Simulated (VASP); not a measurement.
Input of a VASP 6.6.1 run:

POSCAR

```
BP
1.0
    0.0000000000      2.2690000000      2.2690000000
    2.2690000000      0.0000000000      2.2690000000
    2.2690000000      2.2690000000      0.0000000000
P B
1 1
Direct
    0.7500000000      0.7500000000      0.7500000000
    0.0000000000      0.0000000000      0.0000000000
```

Contents of INCAR.step1:

```
  PREC = Accurate
  ENCUT = 520
  EDIFF = 1E-5
  ISMEAR = -1
  SIGMA = 0.05
  LREAL = F
  LASPH = T
  NELM = 60
  ALGO = Normal
  ISIF = 2
  LWAVE = T
  LCHARG = F
  NBANDS = 11
  GGA = PE
```

File INCAR.step2:

```
  PREC = Accurate
  ENCUT = 520
  EDIFF = 1E-6
  ISMEAR = -1
  SIGMA = 0.05
  LREAL = F
  LASPH = T
  NELM = 60
  ALGO = Normal
  ISIF = 2
  LWAVE = F
  LCHARG = F
  GGA = PE
  LHFCALC = T
  HFSCREEN = 0.2079
  PRECFOCK = Normal
  NBANDS = 11
  ISTART = 1
```

Contents of KPOINTS:

```
regular mesh
0
Gamma
  5 5 5
```

Potentials or basis: VASP PAW PBE potentials, release 64 (P, B).

The run is started by

```bash
$ cat potpaw_PBE.64/P/POTCAR potpaw_PBE.64/B/POTCAR > POTCAR
$ cp INCAR.step1 INCAR
$ mpirun -np 1 vasp_std > vasp.out
$ cp INCAR.step2 INCAR
$ mpirun -np 1 vasp_std > vasp.out
```

(1) Estimate the pressure.

(2) Estimate the band gap on the k mesh.

Answers

(1) -1.8 GPa.

(2) 1.98 eV (least direct gap 4.34 eV).

Caveat: the k points lie up to 0.48 Å⁻¹ apart; the PAW data sets were made with another functional, which shifts forces and pressure a little; an odd mesh through Γ misses points on the zone boundary, where band edges can lie.
